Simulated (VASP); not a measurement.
**BaF2 (Frankdicksonite): single point with PBE**

BaF2 (Frankdicksonite):

```xyz
3
Lattice="0.0000 3.0151 3.0151 3.0151 0.0000 3.0151 3.0151 3.0151 0.0000" Properties=species:S:1:pos:R:3 pbc="T T T"
Ba    0.0000    0.0000    0.0000
F     1.5075    1.5075    1.5075
F     4.5226    4.5226    4.5226
```

* Program: VASP 6.6.1
* Task: single point
* Functional: PBE
* Potentials or basis: VASP PAW PBE potentials, release 64 (Ba_sv, F)
* Cutoff: 600 eV
* k mesh: 6 × 6 × 6
* Occupations: fermi-dirac, width 0.05 eV
* Spin: no spin polarisation

```
Pressure               : 8.8 GPa
Band gap on the k mesh : 7.15 eV, indirect (least direct gap 7.26 eV)
```

Levels at points of the mesh, in eV from the valence-band top:
| k point | band 8 | band 9 | band 10 | band 11 | band 12 | band 13 | band 14 | band 15 | band 16 | band 17 |
| --- | --- | --- | --- | --- | --- | --- | --- | --- | --- | --- |
| (0.00, 0.00, 0.00) | -1.75 | -1.75 | -0.10 | -0.10 | -0.10 | 7.15 | 9.50 | 9.50 | 12.09 | 12.09 |
| (0.50, 0.00, 0.00) | -1.30 | -0.75 | -0.33 | -0.14 | -0.14 | 9.53 | 9.53 | 9.63 | 10.13 | 12.24 |
| (0.50, 0.50, 0.00) | -0.46 | -0.46 | -0.24 | -0.24 | -0.20 | 7.41 | 9.44 | 11.19 | 12.64 | 12.64 |

It took 46 s on 1 thread of AMD EPYC 7R13 Processor (Zen 3) (shared host), peak memory 0.17 GiB.

Caveat: spin-orbit coupling is left out, which moves the levels of the heavy elements. A k mesh can miss the band edges.
